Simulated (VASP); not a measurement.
SiSeF2, 4 atoms in the cell. It takes space group Cmmm (No. 65, orthorhombic). Conventional cell: a = 5.817 Å, b = 6.316 Å, c = 4.107 Å, α = 90.00°, β = 90.00°, γ = 90.00°. Within 3.0 Å of Si (site symmetry mmm) lie 4 F at 2.27 Å. Within 2.9 Å of Se (site symmetry mmm) lie 2 F at 2.19 Å. Within 2.6 Å of F (site symmetry m2m) lie 1 F at 1.94 Å and 1 Se at 2.19 Å and 2 Si at 2.27 Å. The cell was generated, and may not be a known phase.

- Program: VASP 6.6.1
- Task: relaxation of cell and atoms
- Functional: PBE
- Potentials or basis: VASP PAW PBE potentials, release 64 (Si, Se, F)
- Cutoff: 600 eV
- k mesh: 4 × 4 × 4
- Occupations: gaussian, width 0.1 eV
- Spin: no spin polarisation
- Dipole correction: no
- Further INCAR settings: ALGO = Normal; EDIFF = 1e-07; IBRION = 2; EDIFFG = -0.04; NSW = 90; ISIF = 3

Potentials or basis: VASP PAW PBE potentials, release 64 (Si, Se, F).

The run is started by

```sh
$ cat potpaw_PBE.64/Si/POTCAR potpaw_PBE.64/Se/POTCAR potpaw_PBE.64/F/POTCAR > POTCAR
$ mpirun -np 1 vasp_std > vasp.out
```

Hardware: 1 thread of AMD EPYC 9R45 (Zen 5) (shared host).

Problem. How long does it take, and how much memory?

Solution. It took 4.8 min on 1 thread of AMD EPYC 9R45 (Zen 5), with other jobs on the host, peak memory 0.21 GiB. Counts: scf iterations 227, k points 21, ion steps 23.
